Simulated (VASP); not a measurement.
# C (P1) in VASP: a series of runs

Runs on C. Level: PBE+D3(BJ). Tasks: single point.

Everything below comes from runs of VASP 6.6.1. Logs are shortened: lines on timing, memory, paths and dates and some standing lists are left out, and cuts for length are marked.

### Step 1. The cell of the first run

The typed cell holds 4 atoms: a = 2.465 Å, b = 3.615 Å, c = 4.270 Å, α = 72.82°, β = 89.97°, γ = 80.18°.

### Step 2. Single point, PBE+D3(BJ) (atoms displaced along a vibrational mode)

The input, INCAR:

```
  PREC = Accurate
  ENCUT = 520
  EDIFF = 1E-6
  ISMEAR = 0
  SIGMA = 0.03
  LREAL = False
  LASPH = True
  NELM = 80
  ALGO = Normal
  ISIF = 2
  LWAVE = False
  LCHARG = False
  GGA = PE
  IVDW = 12
  NBANDS = 16
```

The input, KPOINTS:

```
regular mesh
0
Gamma
  14 10 8
```

The input, POSCAR:

```
C
1.0
   -1.2327815062      2.1341012746      0.0000000000
   -1.2327815062      0.0000000000     -3.3978816559
   -3.6983445185     -2.1341012746      0.0000000000
C
4
Direct
    0.2421712468      0.0317844304      0.9087397835
    0.7579185530     -0.0317844304      0.4245636165
    0.2470847615      0.0115365689      0.5804892643
    0.7528254387     -0.0115365689      0.0862073357
```

Potentials or basis: VASP PAW PBE potentials, release 64 (C).

Started as:

```
$ cat potpaw_PBE.64/C/POTCAR > POTCAR
$ mpirun -np 1 vasp_std > vasp.out
```

OUTCAR:

```text
PREC = Accurate
   ENCUT = 520
   EDIFF = 1E-6
   ISMEAR = 0
   LREAL = False
   LASPH = True
   NELM = 80
   ISIF = 2
   GGA = PE
   IVDW = 12
 IVDW          = 12

 ion  position               nearest neighbor table
   1  0.242  0.032  0.909-   3 1.42   4 1.43   4 1.43
   2  0.758  0.968  0.425-   4 1.42   3 1.43   3 1.43
   3  0.247  0.012  0.580-   1 1.42   2 1.43   2 1.43
   4  0.753  0.988  0.086-   2 1.42   1 1.43   1 1.43

  LATTYP: Found a triclinic cell.
 ALAT       =     3.6146023280
 B/A-ratio  =     1.1812948338
 C/A-ratio  =     0.6818389724
 COS(alpha) =     0.0004620578
 COS(beta)  =     0.1705961997
 COS(gamma) =     0.2954024707

  Lattice vectors:

 A1 = (  -1.2327815062,   0.0000000000,  -3.3978816559)
 A2 = (  -3.6983445185,  -2.1341012746,   0.0000000000)
 A3 = (  -1.2327815062,   2.1341012746,   0.0000000000)

Analysis of symmetry for initial positions (statically):
=====================================================================
 Subroutine PRICEL returns:
 Original cell was already a primitive cell.

 Routine SETGRP: Setting up the symmetry group for a
 triclinic supercell.

 Subroutine GETGRP returns: Found  1 space group operations
 (whereof  1 operations were pure point group operations)
 out of a pool of  2 trial point group operations.

The static configuration has the point symmetry C_1 .

Analysis of symmetry for dynamics (positions and initial velocities):
=====================================================================
 Subroutine PRICEL returns:
 Original cell was already a primitive cell.

 Routine SETGRP: Setting up the symmetry group for a
 triclinic supercell.

 Subroutine GETGRP returns: Found  1 space group operations
 (whereof  1 operations were pure point group operations)
 out of a pool of  2 trial point group operations.

The dynamic configuration has the point symmetry C_1 .

 Subroutine INISYM returns: Found  1 space group operations
 (whereof  1 operations are pure point group operations),
 and found     1 'primitive' translations

----------------------------------------------------------------------------------------

                                     Primitive cell

  volume of cell :      35.7577

  direct lattice vectors                    reciprocal lattice vectors
    -1.232781506  2.134101275  0.000000000    -0.202793438  0.351435993  0.073575252
    -1.232781506  0.000000000 -3.397881656     0.000000000  0.000000000 -0.294301009
    -3.698344518 -2.134101275  0.000000000    -0.202793438 -0.117145331  0.073575252

  length of vectors
     2.464576737  3.614602328  4.269911056     0.412366043  0.294301009  0.245482229

  position of ions in fractional coordinates (direct lattice)
     0.242171247  0.031784430  0.908739784
     0.757918553  0.968215570  0.424563617
     0.247084761  0.011536569  0.580489264
     0.752825439  0.988463431  0.086207336

  ion indices of the primitive-cell ions
   primitive index   ion index
                 1           1
                 2           2
                 3           3
                 4           4

----------------------------------------------------------------------------------------

 KPOINTS: regular mesh

Automatic generation of k-mesh.
 Grid dimensions read from file:
 generate k-points for:   14   10    8

 Generating k-lattice:

  Cartesian coordinates                     Fractional coordinates (reciprocal lattice)
    -0.014485246  0.025102571  0.005255375     0.071428571  0.000000000  0.000000000
     0.000000000  0.000000000 -0.029430101     0.000000000  0.100000000  0.000000000
    -0.025349180 -0.014643166  0.009196907     0.000000000  0.000000000  0.125000000

  Length of vectors
     0.029454717  0.029430101  0.030685279

  Shift w.r.t. Gamma in fractional coordinates (k-lattice)
     0.000000000  0.000000000  0.000000000

 Subroutine IBZKPT returns following result:
 ===========================================

 Found    564 irreducible k-points:

 Following reciprocal coordinates:
            Coordinates               Weight
  0.000000  0.000000  0.000000      1.000000
  0.071429 -0.000000  0.000000      2.000000
  0.142857 -0.000000  0.000000      2.000000
  0.214286 -0.000000 -0.000000      2.000000
  0.285714 -0.000000 -0.000000      2.000000
  0.357143 -0.000000 -0.000000      2.000000
[... 16 lines left out ...]
  0.000000  0.200000  0.000000      2.000000
  0.071429  0.200000  0.000000      2.000000
 [... further k-points ...]
   k-points           NKPTS =    564   k-points in BZ     NKDIM =    564   number of bands    NBANDS=     16
   number of dos      NEDOS =    301   number of ions     NIONS =      4
   total plane-waves  NPLWV =  16128
   dimension x,y,z NGX =    18 NGY =   28 NGZ =   32
   dimension x,y,z NGXF=    36 NGYF=   56 NGZF=   64
   ions per type =               4
   NGX,Y,Z   is equivalent  to a cutoff of  12.14, 12.88, 12.46 a.u.
   NGXF,Y,Z  is equivalent  to a cutoff of  24.28, 25.76, 24.92 a.u.
 SYSTEM =  unknown system
   PREC   = accura    normal or accurate (medium, high low for compatibility)
   ISTART =      0    job   : 0-new  1-cont  2-samecut
   ICHARG =      2    charge: 1-file 2-atom 10-const
   ISPIN  =      1    spin polarized calculation?
   LNONCOLLINEAR =      F non collinear calculations
   LSORBIT =      F    spin-orbit coupling
   LASPH  =      T    aspherical Exc in radial PAW
   ENCUT  =  520.0 eV  38.22 Ry    6.18 a.u.   4.58  6.72  7.94*2*pi/ulx,y,z
   NELM   =     80;   NELMIN=  2; NELMDL= -5     # of ELM steps
   EDIFF  = 0.1E-05   stopping-criterion for ELM
   LREAL  =      F    real-space projection
   EDIFFG = 0.1E-04   stopping-criterion for IOM
   NSW    =      0    number of steps for IOM
   IBRION =     -1    ionic relax: 0-MD 1-quasi-New 2-CG
   NFREE  =      0    steps in history (QN), initial steepest desc. (CG)
   ISIF   =      2    stress and relaxation
   ISYM   =      2    0-nonsym 1-usesym 2-fastsym
   POTIM  = 0.5000    time-step for ionic-motion
   TEBEG  =    0.0;   TEEND  =   0.0 temperature during run
   PSTRESS=    0.0 pullay stress
   NELECT =      16.0000    total number of electrons
   NUPDOWN=      -1.0000    fix difference up-down
   EMIN   =  10.00;   EMAX   =-10.00  energy-range for DOS
   EFERMI =   0.00;   METHOD = LEGACY
   ISMEAR =     0;   SIGMA  =   0.03  broadening in eV -4-tet -1-fermi 0-gaus
   EFERMI_NEDOS =   21; number of points for ismear=-14 and -15
   IALGO  =     38    algorithm
   IMIX   =      4    mixing-type and parameters
     AMIX     =   0.40;   BMIX     =  1.00
     AMIX_MAG =   1.60;   BMIX_MAG =  1.00
  volume/ion in A,a.u.               =       8.94        60.33
  Fermi-wavevector in a.u.,A,eV,Ry     =   1.252156  2.366231 21.332495  1.567894
  Thomas-Fermi vector in A             =   2.386069
   LORBIT       =      0    0 simple, 1 ext, 2 COOP (PROOUT), +10 PAW based schemes
   GGA     = PE    functional components
   LHFCALC =     F    Hartree Fock is set to
   AEXX    =    0.0000 exact exchange contribution
   IVDW    =    12    specifies the selected vdW correction
   LEPSILON=     F    determine dielectric tensor
   LRPA    =     F    only Hartree local field effects (RPA)
 non-spin polarized calculation
 Gauss-broadening in eV      SIGMA  =   0.03
  energy-cutoff  :      520.00
  volume of cell :       35.76
 maximum number of plane-waves:       981
   NGX =  9   NGY = 13   NGZ = 15

 number of electron      16.0000001 magnetization

 Free energy of the ion-electron system (eV)
  ---------------------------------------------------
  ext. energy  EPLUGINS =         0.00000000
  ---------------------------------------------------
  free energy    TOTEN  =       -36.63303541 eV

  energy without entropy =      -36.63303541  energy(sigma->0) =      -36.63303541

 E-fermi :   4.6222     XC(G=0): -10.2580

 val. band max:        4.4373016070   @ k =  -0.3571   0.2000   0.0000
 cond. band min:       4.8884168296   @ k =   0.3571   0.1000  -0.0000
 fundamental gap:      0.4511152226
 Fermi energy:         4.6221948760

 k-point     1 :       0.0000    0.0000    0.0000
  band No.  band energies     occupation
      1     -15.0220      2.00000
      2      -9.6215      2.00000
      3      -8.6135      2.00000
      4      -1.9683      2.00000
      5      -1.6512      2.00000
      6       1.3236      2.00000
[... 8 lines left out ...]
     15      17.0522      0.00000
     16      17.8406      0.00000

 k-point     2 :       0.0714   -0.0000    0.0000
  band No.  band energies     occupation
      1     -14.9295      2.00000
      2      -9.5432      2.00000
      3      -8.5374      2.00000
      4      -2.0601      2.00000
      5      -1.8652      2.00000
      6       1.1696      2.00000
[... 8 lines left out ...]
     15      17.1971      0.00000
     16      17.5937      0.00000

 k-point     3 :       0.1429   -0.0000    0.0000
  band No.  band energies     occupation
      1     -14.6529      2.00000
      2      -9.3087      2.00000
      3      -8.3176      2.00000
      4      -3.0842      2.00000
      5      -1.5832      2.00000
      6       0.4288      2.00000
[... 8 lines left out ...]
     15      16.8575      0.00000
     16      17.8302      0.00000

 k-point     4 :       0.2143   -0.0000   -0.0000
  band No.  band energies     occupation
      1     -14.1938      2.00000
      2      -8.9183      2.00000
      3      -7.9943      2.00000
      4      -4.3928      2.00000
      5      -1.1116      2.00000
      6      -0.8180      2.00000
[... 8 lines left out ...]
     15      16.3539      0.00000
     16      18.5570      0.00000
[... 324 lines left out ...]
 k-point    22 :      -0.0714    0.1000    0.0000
  band No.  band energies     occupation
      1     -14.8959      2.00000
      2      -9.5467      2.00000
      3      -8.5345      2.00000
      4      -2.1743      2.00000
      5      -2.0551      2.00000
      6       1.1596      2.00000
[... 8 lines left out ...]
     15      17.1420      0.00000
     16      17.3622      0.00000

 k-point    23 :       0.0000    0.2000    0.0000
  band No.  band energies     occupation
      1     -14.9294      2.00000
      2      -9.6292      2.00000
      3      -8.6067      2.00000
      4      -2.7172      2.00000
      5      -1.6511      2.00000
      6       1.2915      2.00000
[... 8 lines left out ...]
     15      17.0165      0.00000
     16      17.2116      0.00000

 k-point    24 :       0.0714    0.2000    0.0000
  band No.  band energies     occupation
      1     -14.8525      2.00000
      2      -9.5502      2.00000
      3      -8.5299      2.00000
      4      -2.5097      2.00000
      5      -2.0279      2.00000
      6       1.1482      2.00000
[... 8 lines left out ...]
     15      17.0534      0.00000
     16      17.2467      0.00000

 [... further k-points ...]

------------------------ aborting loop because EDIFF is reached ----------------------------------------

 Edisp (eV)   -0.61766

 E8    (eV) :    -0.1748

  FORCE on cell =-STRESS in cart. coord.  units (eV):
  Direction    XX          YY          ZZ          XY          YZ          ZX
  --------------------------------------------------------------------------------------
  -------------------------------------------------------------------------------------
  Total      -0.29915    -0.26495    -0.41219    -0.06977    -0.00445    -0.02470
  in kB     -13.40372   -11.87139   -18.46881    -3.12610    -0.19928    -1.10658
  external pressure =      -14.58 kB  Pullay stress =        0.00 kB

 VOLUME and BASIS-vectors are now :
 -----------------------------------------------------------------------------
  energy-cutoff  :      520.00
  volume of cell :       35.76
      direct lattice vectors                 reciprocal lattice vectors
    -1.232781506  2.134101275  0.000000000    -0.202793438  0.351435993  0.073575252
    -1.232781506  0.000000000 -3.397881656     0.000000000  0.000000000 -0.294301009
    -3.698344518 -2.134101275  0.000000000    -0.202793438 -0.117145331  0.073575252

 POSITION                                       TOTAL-FORCE (eV/Angst)
 -----------------------------------------------------------------------------------
     -3.69856     -1.42252     -0.10800        -0.171665     -0.114795      1.641183
     -3.69813      0.71141     -3.28988        -0.178803     -0.114414     -1.638795
     -2.46567     -0.71152     -0.03920         0.175616      0.114770      0.995594
     -2.46545      1.42263     -3.35868         0.174852      0.114438     -0.997981
 -----------------------------------------------------------------------------------
    total drift:                               -0.000081     -0.000101     -0.000004

  FREE ENERGIE OF THE ION-ELECTRON SYSTEM (eV)
  ---------------------------------------------------
  free  energy   TOTEN  =       -37.2506971516 eV

  energy  without entropy=      -37.2506971516  energy(sigma->0) =      -37.25069715
```

Wall time 1.9 min (1 thread of AMD EPYC 9R45 (Zen 5), shared host); peak memory 0.3 GiB.

Results:

```yaml
Free_energy: -37.2507 eV
Pressure: -1.5 GPa
Largest_force: 1.654 eV/Å
Dispersion_energy_per_atom: -0.154 eV
```

Forces on the atoms (eV/Å):
```
C   -0.172 -0.115  1.641
C   -0.179 -0.114 -1.639
C    0.176  0.115  0.996
C    0.175  0.114 -0.998
```

Stress tensor (GPa, compression positive):
```
-1.34 -0.31 -0.11
-0.31 -1.19 -0.02
-0.11 -0.02 -1.85
```

Caveat: the cell differs from its parent crystal (atoms displaced along a vibrational mode); forces of over 1 eV/Å act on the atoms, so gaps and moduli don't describe the material at rest.

### Step 3. Single point, PBE+D3(BJ) (atoms displaced along a vibrational mode)

The input, INCAR:

```
SYSTEM = C
ALGO = Normal
EDIFF = 1E-6
ENCUT = 520
GGA = PE
ISIF = 2
ISMEAR = 0
IVDW = 12
LASPH = .TRUE.
LCHARG = .FALSE.
LREAL = .FALSE.
LWAVE = .FALSE.
NBANDS = 16
NELM = 80
PREC = Accurate
SIGMA = 0.03
```

The input, KPOINTS:

```
k-points
0
G
  14 10 8
  0 0 0
```

The input, POSCAR:

```
C
1.0
   -1.2327815062      2.1341012746      0.0000000000
   -1.2327815062      0.0000000000     -3.3978816559
   -3.6983445185     -2.1341012746      0.0000000000
C
4
Direct
    0.2422634171      0.0314312708      0.9088229324
    0.7578263827     -0.0314312708      0.4244804676
    0.2496785891      0.0010594786      0.5830988535
    0.7502316111     -0.0010594786      0.0835977465
```

Potentials or basis: VASP PAW PBE potentials, release 64 (C).

Started as:

```
$ cat potpaw_PBE.64/C/POTCAR > POTCAR
$ mpirun -np 1 vasp_std > vasp.out
```

OUTCAR:

```text
SYSTEM = C
   EDIFF = 1E-6
   ENCUT = 520
   GGA = PE
   ISIF = 2
   ISMEAR = 0
   IVDW = 12
   LASPH = .TRUE.
   LREAL = .FALSE.
   NELM = 80
   PREC = Accurate
 IVDW          = 12

 ion  position               nearest neighbor table
   1  0.242  0.031  0.909-   3 1.43   4 1.43   4 1.43
   2  0.758  0.969  0.424-   4 1.43   3 1.43   3 1.43
   3  0.250  0.001  0.583-   1 1.43   2 1.43   2 1.43
   4  0.750  0.999  0.084-   2 1.43   1 1.43   1 1.43

  LATTYP: Found a triclinic cell.
[... 659 lines left out ...]

 E8    (eV) :    -0.1747

  FORCE on cell =-STRESS in cart. coord.  units (eV):
  Direction    XX          YY          ZZ          XY          YZ          ZX
  --------------------------------------------------------------------------------------
  -------------------------------------------------------------------------------------
  Total      -0.25605    -0.11460    -0.29582    -0.16370    -0.00524    -0.02393
  in kB     -11.47292    -5.13477   -13.25445    -7.33463    -0.23459    -1.07232
  external pressure =       -9.95 kB  Pullay stress =        0.00 kB

 VOLUME and BASIS-vectors are now :
 -----------------------------------------------------------------------------
  energy-cutoff  :      520.00
  volume of cell :       35.76
      direct lattice vectors                 reciprocal lattice vectors
    -1.232781506  2.134101275  0.000000000    -0.202793438  0.351435993  0.073575252
    -1.232781506  0.000000000 -3.397881656     0.000000000  0.000000000 -0.294301009
    -3.698344518 -2.134101275  0.000000000    -0.202793438 -0.117145331  0.073575252

 POSITION                                       TOTAL-FORCE (eV/Angst)
 -----------------------------------------------------------------------------------
     -3.69855     -1.42251     -0.10680        -0.026680     -0.032347      1.465100
     -3.69814      0.71139     -3.29108        -0.033097     -0.031182     -1.465572
     -2.46561     -0.71155     -0.00360         0.030433      0.032473      0.466731
     -2.46552      1.42266     -3.39428         0.029344      0.031056     -0.466259
 -----------------------------------------------------------------------------------
    total drift:                               -0.000022     -0.000123      0.000021

  FREE ENERGIE OF THE ION-ELECTRON SYSTEM (eV)
  ---------------------------------------------------
  free  energy   TOTEN  =       -37.3064817336 eV

  energy  without entropy=      -37.3064817336  energy(sigma->0) =      -37.30648173
```

OSZICAR:

```text
N       E                     dE             d eps       ncg     rms          rms(c)
DAV:   1     0.250299405652E+02    0.25030E+02   -0.75888E+03 18080   0.908E+02
DAV:   2    -0.367386263334E+02   -0.61769E+02   -0.56630E+02 25368   0.182E+02
DAV:   3    -0.389963028108E+02   -0.22577E+01   -0.22485E+01 23176   0.320E+01
DAV:   4    -0.390149580143E+02   -0.18655E-01   -0.18649E-01 23472   0.346E+00
DAV:   5    -0.390152596597E+02   -0.30165E-03   -0.30163E-03 22768   0.419E-01    0.885E+00
DAV:   6    -0.372418596866E+02    0.17734E+01   -0.12106E+00 23280   0.692E+00    0.516E+00
DAV:   7    -0.366798487560E+02    0.56201E+00   -0.14377E+00 24576   0.770E+00    0.148E+00
DAV:   8    -0.366900526961E+02   -0.10204E-01   -0.66387E-02 21256   0.153E+00    0.290E-01
DAV:   9    -0.366888503343E+02    0.12024E-02   -0.20649E-03 23816   0.321E-01    0.945E-02
DAV:  10    -0.366890547463E+02   -0.20441E-03   -0.47053E-04 20928   0.144E-01    0.514E-02
DAV:  11    -0.366890563801E+02   -0.16337E-05   -0.21651E-05 25024   0.332E-02    0.509E-03
DAV:  12    -0.366890566599E+02   -0.27985E-06   -0.10741E-06 19408   0.757E-03
   1 F= -.37306482E+02 E0= -.37306482E+02  d E =-.332356E-23
```

Wall time 3.5 min (1 thread of Intel Xeon Platinum 8259CL at 2.50GHz (Skylake/Cascade Lake), shared host); peak memory 0.33 GiB.

What came out:

| Property | Result |
| --- | --- |
| Free energy | -37.3065 eV |
| Pressure | -1.0 GPa |
| Largest force | 1.466 eV/Å |
| Dispersion energy per atom | -0.154 eV |

Forces on the atoms (eV/Å):
```
C   -0.027 -0.032  1.465
C   -0.033 -0.031 -1.466
C    0.030  0.032  0.467
C    0.029  0.031 -0.466
```

Stress tensor (GPa, compression positive):
```
-1.15 -0.73 -0.11
-0.73 -0.51 -0.02
-0.11 -0.02 -1.33
```

Caveat: the cell differs from its parent crystal (atoms displaced along a vibrational mode); forces of over 1 eV/Å act on the atoms, so gaps and moduli don't describe the material at rest.

(Part 1 of 2 ends here.)
